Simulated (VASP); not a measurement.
**TiO2: single point with LDA**

The system is TiO2.

```
CELL_PARAMETERS angstrom
-2.91695 3.21621 3.21622
2.91695 -3.21621 3.21622
2.91695 3.21621 -3.21622
ATOMIC_POSITIONS crystal
Ti 0.50003 0.75003 0.75000
Ti 0.49997 0.24997 0.25000
Ti 0.00000 0.00000 0.50000
Ti 0.00000 0.50000 0.00000
O 0.30395 0.30396 0.50001
O 0.19609 0.25004 0.94605
O 0.30395 0.80394 0.99999
O 0.80399 0.25004 0.55395
O 0.19601 0.74996 0.44605
O 0.80391 0.74996 0.05395
O 0.69605 0.19606 0.00001
O 0.69605 0.69604 0.49999
```

```
Program             : VASP 6.6.1
Task                : single point
Functional          : LDA
Potentials or basis : VASP PAW LDA potentials, release 64 (Ti_sv, O)
Cutoff              : 520 eV
k mesh              : 6 × 6 × 6
Occupations         : gaussian, width 0.02 eV
Spin                : no spin polarisation
```

```json
{
 "Pressure": "1.3 GPa",
 "Largest force": "0.036 eV/Å",
 "Band gap on the k mesh": "1.83 eV"
}
```

Forces on the atoms (eV/Å):
```
Ti   0.000  0.000  0.000
Ti   0.000  0.000  0.000
Ti   0.000  0.000  0.000
Ti   0.000  0.000  0.000
O   -0.002  0.000 -0.036
O    0.000  0.036 -0.002
O    0.002  0.000 -0.036
O    0.000 -0.036 -0.002
O    0.000  0.036  0.002
O    0.000 -0.036  0.002
O   -0.002  0.000  0.036
O    0.002  0.000  0.036
```

Stress tensor (GPa, compression positive):
```
1.64 0.00 0.00
0.00 1.13 0.00
0.00 0.00 1.13
```

Levels at points of the mesh, in eV from the valence-band top:
```csv
k point,band 46,band 47,band 48,band 49,band 50,band 51
"(0.00, 0.00, 0.00)",-0.47,-0.47,0.00,1.83,2.11,2.42
"(0.50, 0.00, 0.00)",-1.11,-0.79,-0.79,1.87,1.87,2.55
"(0.00, 0.50, 0.00)",-1.28,-0.68,-0.68,2.26,2.26,2.69
"(0.50, 0.50, 0.00)",-1.28,-0.68,-0.68,2.26,2.26,2.69
"(0.50, 0.50, 0.50)",-1.31,-1.11,-1.11,1.87,1.87,2.56
```

Wall time 3 min on 1 thread of Intel(R) Xeon(R) 6975P-C (Granite Rapids), on a shared host, peak memory 0.35 GiB.

A k mesh can miss the band edges. Expect the measured gap to be larger: semilocal functionals such as LDA lack the derivative discontinuity.
